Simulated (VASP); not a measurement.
Here is a VASP 6.6.1 calculation.

The input INCAR:

```
ALGO = Normal
EDIFF = 1E-7
ENCUT = 520
GGA = PE
ISIF = 2
ISMEAR = 0
LASPH = True
LCHARG = True
LELF = True
LREAL = False
LVHAR = True
LWAVE = False
NBANDS = 49
NELM = 80
PREC = Accurate
SIGMA = 0.05
```

File KPOINTS:

```
k-points
0
Gamma
  9 9 1
```

The input POSCAR:

```
Te2Mo
1.0
    3.5561516160      0.0000000000      0.0000000000
   -1.7780758080      3.0797176391      0.0000000000
    0.0000000000      0.0000000000     32.1528759490
Te Mo
6 3
Direct
   -0.0013600874     -0.0018663119      0.9437597132
    0.2399118556      0.6666747549      0.7054970517
    0.2791078661      0.5582151659      0.1820470140
    0.4272537177      0.6666639258      0.8179529860
    0.3872697810      0.7745393678      0.2945029483
    0.0012265592      0.0022311371      0.0562402868
   -0.0001272562      0.0000017732      0.7617063089
    0.0000732113      0.0001458879      0.2382936911
    0.3332858318      0.6667964502      0.0000000000
```

Potentials or basis: VASP PAW PBE potentials, release 64 (Te, Mo_sv).

Command:

```console
$ cat potpaw_PBE.64/Te/POTCAR potpaw_PBE.64/Mo_sv/POTCAR > POTCAR
$ mpirun -np 1 vasp_std > vasp.out
```

Task: Predict the largest force.

Result: 2.757 eV/Å.

Task: Estimate the band gap on the k mesh.

Result: 0.96 eV, direct.

Forces on the atoms (eV/Å):
```
Te   0.012  0.038 -0.012
Te   1.985 -0.531 -0.868
Te   0.000  2.541 -1.070
Te  -1.998 -0.538  0.876
Te   0.000 -1.454  0.680
Te  -0.005 -0.046  0.011
Mo   0.003  1.068 -0.010
Mo   0.000 -1.077  0.392
Mo   0.002 -0.001  0.000
```

Caveat: the cell differs from its parent crystal (mode 10 frozen in at -0.334 Å and mode 15 at -0.334 Å (largest displacements)); spin-orbit coupling is left out, which moves the levels of the heavy elements.
